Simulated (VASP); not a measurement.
# BN (R3m) in VASP: a series of runs, part 2 of 3

VASP 6.6.1. Earlier steps stand in the parts before.

## 3. Single point, PBEsol

INCAR reads:

```
PREC = Accurate
ENCUT = 600
EDIFF = 1E-6
ISMEAR = 0
SIGMA = 0.01
LREAL = False
LASPH = True
NELM = 120
ALGO = Normal
ISIF = 2
LWAVE = False
LCHARG = True
GGA = PS
LELF = True
LVHAR = True
NBANDS = 11
GGA_COMPAT = False
```

KPOINTS reads:

```
regular mesh
0
Gamma
  5 5 5
```

POSCAR reads:

```
BN
1.0
    1.2511220000      0.7223350000      3.3729340000
   -1.2511220000      0.7223350000      3.3729340000
    0.0000000000     -1.4446710000      3.3729340000
B N
1 1
Direct
    0.9996710000      0.9996710000      0.9996710000
    0.3327620000      0.3327620000      0.3327620000
```

Potentials or basis: VASP PAW PBE potentials, release 64 (B, N).

Run with:

```bash
$ cat potpaw_PBE.64/B/POTCAR potpaw_PBE.64/N/POTCAR > POTCAR
$ mpirun -np 1 vasp_std > vasp.out
```

OUTCAR:

```text
PREC = Accurate
   ENCUT = 600
   EDIFF = 1E-6
   ISMEAR = 0
   LREAL = False
   LASPH = True
   NELM = 120
   ISIF = 2
   GGA = PS

 ion  position               nearest neighbor table
   1  1.000  1.000  1.000-   2 1.44   2 1.44   2 1.44
   2  0.333  0.333  0.333-   1 1.44   1 1.44   1 1.44

  LATTYP: Found a trigonal (rhomboedric) cell.
 ALAT       =     3.6692993717
 COS(alpha) =     0.7674785490

  Lattice vectors:

 A1 = (   1.2511220000,   0.7223350000,   3.3729340000)
 A2 = (  -1.2511220000,   0.7223350000,   3.3729340000)
 A3 = (   0.0000000000,  -1.4446710000,   3.3729340000)

Analysis of symmetry for initial positions (statically):
=====================================================================
 Subroutine PRICEL returns:
 Original cell was already a primitive cell.

 Routine SETGRP: Setting up the symmetry group for a
 trigonal (rhombohedral) supercell.

 Subroutine GETGRP returns: Found  6 space group operations
 (whereof  6 operations were pure point group operations)
 out of a pool of 12 trial point group operations.

The static configuration has the point symmetry C_3v.

Analysis of symmetry for dynamics (positions and initial velocities):
=====================================================================
 Subroutine PRICEL returns:
 Original cell was already a primitive cell.

 Routine SETGRP: Setting up the symmetry group for a
 trigonal (rhombohedral) supercell.

 Subroutine GETGRP returns: Found  6 space group operations
 (whereof  6 operations were pure point group operations)
 out of a pool of 12 trial point group operations.

The dynamic configuration has the point symmetry C_3v.

 Subroutine INISYM returns: Found  6 space group operations
 (whereof  6 operations are pure point group operations),
 and found     1 'primitive' translations

----------------------------------------------------------------------------------------

                                     Primitive cell

  volume of cell :      18.2893

  direct lattice vectors                    reciprocal lattice vectors
     1.251122000  0.722335000  3.372934000     0.399641282  0.230733094  0.098825951
    -1.251122000  0.722335000  3.372934000    -0.399641282  0.230733094  0.098825951
     0.000000000 -1.444671000  3.372934000     0.000000000 -0.461466189  0.098825883

  length of vectors
     3.669299372  3.669299372  3.669299397     0.471929533  0.471929533  0.471929654

  position of ions in fractional coordinates (direct lattice)
     0.999671000  0.999671000  0.999671000
     0.332762000  0.332762000  0.332762000

  ion indices of the primitive-cell ions
   primitive index   ion index
                 1           1
                 2           2

----------------------------------------------------------------------------------------

 KPOINTS: regular mesh

Automatic generation of k-mesh.
 Grid dimensions read from file:
 generate k-points for:    5    5    5

 Generating k-lattice:

  Cartesian coordinates                     Fractional coordinates (reciprocal lattice)
     0.079928256  0.046146619  0.019765190     0.200000000 -0.000000000  0.000000000
    -0.079928256  0.046146619  0.019765190    -0.000000000  0.200000000  0.000000000
     0.000000000 -0.092293238  0.019765177    -0.000000000 -0.000000000  0.200000000

  Length of vectors
     0.094385907  0.094385907  0.094385931

  Shift w.r.t. Gamma in fractional coordinates (k-lattice)
     0.000000000  0.000000000  0.000000000

 Subroutine IBZKPT returns following result:
 ===========================================

 Found     19 irreducible k-points:

 Following reciprocal coordinates:
            Coordinates               Weight
  0.000000  0.000000  0.000000      1.000000
  0.200000  0.000000  0.000000      6.000000
  0.400000 -0.000000 -0.000000      6.000000
  0.200000  0.200000  0.000000      6.000000
  0.400000  0.200000 -0.000000     12.000000
 -0.400000  0.200000  0.000000     12.000000
[... 11 lines left out ...]
  0.400000  0.400000  0.400000      2.000000
 -0.400000  0.400000  0.400000      6.000000
   k-points           NKPTS =     19   k-points in BZ     NKDIM =     19   number of bands    NBANDS=     11
   number of dos      NEDOS =    301   number of ions     NIONS =      2
   total plane-waves  NPLWV =  27000
   dimension x,y,z NGX =    30 NGY =   30 NGZ =   30
   dimension x,y,z NGXF=    60 NGYF=   60 NGZF=   60
   ions per type =               1   1
   NGX,Y,Z   is equivalent  to a cutoff of  13.59, 13.59, 13.59 a.u.
   NGXF,Y,Z  is equivalent  to a cutoff of  27.18, 27.18, 27.18 a.u.
 SYSTEM =  unknown system
   PREC   = accura    normal or accurate (medium, high low for compatibility)
   ISTART =      0    job   : 0-new  1-cont  2-samecut
   ICHARG =      2    charge: 1-file 2-atom 10-const
   ISPIN  =      1    spin polarized calculation?
   LNONCOLLINEAR =      F non collinear calculations
   LSORBIT =      F    spin-orbit coupling
   LASPH  =      T    aspherical Exc in radial PAW
   ENCUT  =  600.0 eV  44.10 Ry    6.64 a.u.   7.33  7.33  7.33*2*pi/ulx,y,z
   NELM   =    120;   NELMIN=  2; NELMDL= -5     # of ELM steps
   EDIFF  = 0.1E-05   stopping-criterion for ELM
   LREAL  =      F    real-space projection
   EDIFFG = 0.1E-04   stopping-criterion for IOM
   NSW    =      0    number of steps for IOM
   IBRION =     -1    ionic relax: 0-MD 1-quasi-New 2-CG
   NFREE  =      0    steps in history (QN), initial steepest desc. (CG)
   ISIF   =      2    stress and relaxation
   ISYM   =      2    0-nonsym 1-usesym 2-fastsym
   POTIM  = 0.5000    time-step for ionic-motion
   TEBEG  =    0.0;   TEEND  =   0.0 temperature during run
   PSTRESS=    0.0 pullay stress
   NELECT =       8.0000    total number of electrons
   NUPDOWN=      -1.0000    fix difference up-down
   EMIN   =  10.00;   EMAX   =-10.00  energy-range for DOS
   EFERMI =   0.00;   METHOD = LEGACY
   ISMEAR =     0;   SIGMA  =   0.01  broadening in eV -4-tet -1-fermi 0-gaus
   EFERMI_NEDOS =   21; number of points for ismear=-14 and -15
   IALGO  =     38    algorithm
   IMIX   =      4    mixing-type and parameters
     AMIX     =   0.40;   BMIX     =  1.00
     AMIX_MAG =   1.60;   BMIX_MAG =  1.00
  volume/ion in A,a.u.               =       9.14        61.71
  Fermi-wavevector in a.u.,A,eV,Ry     =   1.242717  2.348395 21.012102  1.544346
  Thomas-Fermi vector in A             =   2.377059
   LORBIT       =      0    0 simple, 1 ext, 2 COOP (PROOUT), +10 PAW based schemes
   GGA     = PS    functional components
   LHFCALC =     F    Hartree Fock is set to
   AEXX    =    0.0000 exact exchange contribution
   IVDW    =     0    specifies the selected vdW correction
   LEPSILON=     F    determine dielectric tensor
   LRPA    =     F    only Hartree local field effects (RPA)
 non-spin polarized calculation
 Gauss-broadening in eV      SIGMA  =   0.01
  energy-cutoff  :      600.00
  volume of cell :       18.29
 maximum number of plane-waves:       621
 NGX is ok and might be reduce to    30
   NGX = 15   NGY = 15   NGZ = 15

 number of electron       8.0000000 magnetization

 Free energy of the ion-electron system (eV)
  ---------------------------------------------------
  ext. energy  EPLUGINS =         0.00000000
  ---------------------------------------------------
  free energy    TOTEN  =       -18.28048328 eV

  energy without entropy =      -18.28048328  energy(sigma->0) =      -18.28048328

 E-fermi :   1.9139     XC(G=0): -10.2075

 val. band max:        1.8344138235   @ k =  -0.4000   0.2000   0.0000
 cond. band min:       6.4882868520   @ k =  -0.4000   0.4000   0.0000
 fundamental gap:      4.6538730285
 Fermi energy:         1.9139161501

 k-point     1 :       0.0000    0.0000    0.0000
  band No.  band energies     occupation
      1     -15.6842      2.00000
      2      -2.1523      2.00000
      3       0.7934      2.00000
      4       0.7934      2.00000
      5       7.0194      0.00000
      6      13.6909      0.00000
      7      13.6909      0.00000
      8      15.1696      0.00000
      9      16.7725      0.00000
     10      27.7335      0.00000
     11      29.7596      0.00000
[... 239 lines left out ...]
 k-point    19 :      -0.4000    0.4000    0.4000
  band No.  band energies     occupation
      1     -14.6751      2.00000
      2      -3.0701      2.00000
      3      -1.8974      2.00000
      4      -0.4165      2.00000
      5      11.3031      0.00000
      6      12.9070      0.00000
      7      16.3272      0.00000
      8      16.6887      0.00000
      9      17.1896      0.00000
     10      24.4997      0.00000
     11      27.0929      0.00000

------------------------ aborting loop because EDIFF is reached ----------------------------------------

  FORCE on cell =-STRESS in cart. coord.  units (eV):
  Direction    XX          YY          ZZ          XY          YZ          ZX
  --------------------------------------------------------------------------------------
  -------------------------------------------------------------------------------------
  Total        0.1434529      0.1434528      0.0192044      0.0000000     -0.0000000      0.0000000
  in kB       12.5667279     12.5667178      1.6823396      0.0000000     -0.0000002      0.0000000
  external PRESSURE =       8.9385951 kB  Pullay stress =       0.0000000 kB

 VOLUME and BASIS-vectors are now :
 -----------------------------------------------------------------------------
  energy-cutoff  :      600.00
  volume of cell :       18.29
      direct lattice vectors                 reciprocal lattice vectors
     1.251122000  0.722335000  3.372934000     0.399641282  0.230733094  0.098825951
    -1.251122000  0.722335000  3.372934000    -0.399641282  0.230733094  0.098825951
     0.000000000 -1.444671000  3.372934000     0.000000000 -0.461466189  0.098825883

 POSITION                                       TOTAL-FORCE (eV/Angst)
 -----------------------------------------------------------------------------------
      0.00000     -0.00000     10.11547         0.000000      0.000000     -0.001252
      0.00000     -0.00000      3.36715         0.000000     -0.000000      0.001252
 -----------------------------------------------------------------------------------
    total drift:                               -0.000000      0.000022      0.000040

  FREE ENERGIE OF THE ION-ELECTRON SYSTEM (eV)
  ---------------------------------------------------
  free  energy   TOTEN  =       -18.2804832848 eV

  energy  without entropy=      -18.2804832848  energy(sigma->0) =      -18.28048328
```

OSZICAR:

```text
N       E                     dE             d eps       ncg     rms          rms(c)
DAV:   1     0.189484899277E+02    0.18948E+02   -0.50089E+03   426   0.766E+02
DAV:   2    -0.190245403363E+02   -0.37973E+02   -0.36433E+02   502   0.179E+02
DAV:   3    -0.200146175347E+02   -0.99008E+00   -0.98836E+00   518   0.276E+01
DAV:   4    -0.200172610976E+02   -0.26436E-02   -0.26435E-02   475   0.153E+00
DAV:   5    -0.200172717505E+02   -0.10653E-04   -0.10653E-04   493   0.897E-02    0.780E+00
DAV:   6    -0.184813070262E+02    0.15360E+01   -0.49100E+00   502   0.128E+01    0.361E+00
DAV:   7    -0.183224473585E+02    0.15886E+00   -0.23378E-01   490   0.353E+00    0.217E+00
DAV:   8    -0.182800957892E+02    0.42352E-01   -0.10914E-01   481   0.202E+00    0.237E-01
DAV:   9    -0.182801946414E+02   -0.98852E-04   -0.25310E-03   472   0.424E-01    0.131E-01
DAV:  10    -0.182804640987E+02   -0.26946E-03   -0.41004E-04   466   0.156E-01    0.220E-02
DAV:  11    -0.182804831089E+02   -0.19010E-04   -0.35722E-05   502   0.403E-02    0.188E-02
DAV:  12    -0.182804832848E+02   -0.17590E-06   -0.75411E-06   454   0.192E-02
   1 F= -.18280483E+02 E0= -.18280483E+02  d E =-.192129E-30
```

Wall time 4.3 s (1 thread of Intel Xeon 6975P-C (Granite Rapids), shared host); peak memory 0.15 GiB.

Results:

```yaml
Free_energy: -18.2805 eV
Pressure: 0.9 GPa
Band_gap_on_the_k_mesh: 4.65 eV, indirect (least direct gap 5.06 eV)
```

Levels at points of the mesh, in eV from the valence-band top:
| k point | band 2 | band 3 | band 4 | band 5 | band 6 | band 7 |
| --- | --- | --- | --- | --- | --- | --- |
| (0.00, 0.00, 0.00) | -3.99 | -1.04 | -1.04 | 5.19 | 11.86 | 11.86 |

Caveat: the k points lie up to 0.59 Å⁻¹ apart; the PAW data sets were made with another functional, which shifts forces and pressure a little. A k mesh can miss the band edges.

[end of part 2 of 3]
